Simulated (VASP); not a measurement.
## Pb: single point with PBEsol

Crystal: Pb.

```
CELL_PARAMETERS angstrom
3.29320 0.00000 0.00000
-1.64660 2.85200 0.00000
0.00000 0.00000 5.49024
ATOMIC_POSITIONS crystal
Pb 0.33333 0.66667 0.25000
Pb 0.66667 0.33333 0.75000
```

This isn't the form of Pb at room conditions, which is fcc.

```yaml
Program: VASP 6.6.1
Task: single point
Functional: PBEsol
Potentials_or_basis: VASP PAW PBE potentials, release 64 (Pb_d)
Cutoff: 520 eV
k_mesh: 16 × 16 × 10
Occupations: fermi-dirac, width 0.08 eV
Spin: no spin polarisation
Dipole_correction: no
Further_INCAR_settings: ALGO = Normal; EDIFF = 1e-07; NBANDS = 21
```

* Pressure: 9.9 GPa
* Band gap on the k mesh: zero (bands 14 and 15 overlap by 8.91 eV)

Levels at points of the mesh, in eV from the Fermi level:
```
           k point  band 11  band 12  band 13  band 14  band 15  band 16  band 17  band 18
(0.00, 0.00, 0.00)   -12.97    -8.49    -5.11     6.82     6.82     8.38     8.91     8.91
(0.50, 0.00, 0.00)    -8.51    -7.24    -3.22    -1.90    -0.69     1.83     2.42     6.52
(0.00, 0.00, 0.50)   -11.57   -11.57     0.76     0.76     7.79     7.79     7.79     7.79
(0.50, 0.00, 0.50)    -7.51    -7.51    -4.43    -4.43     4.01     4.01     4.01     4.01
```

Wall time 2.1 min on 1 thread of Intel Xeon 8259CL (shared host), peak memory 0.28 GiB.

Caveat: the cell stands under pressure; the PAW data sets were made with another functional, which shifts forces and pressure a little; spin-orbit coupling is left out, which moves the levels of the heavy elements.
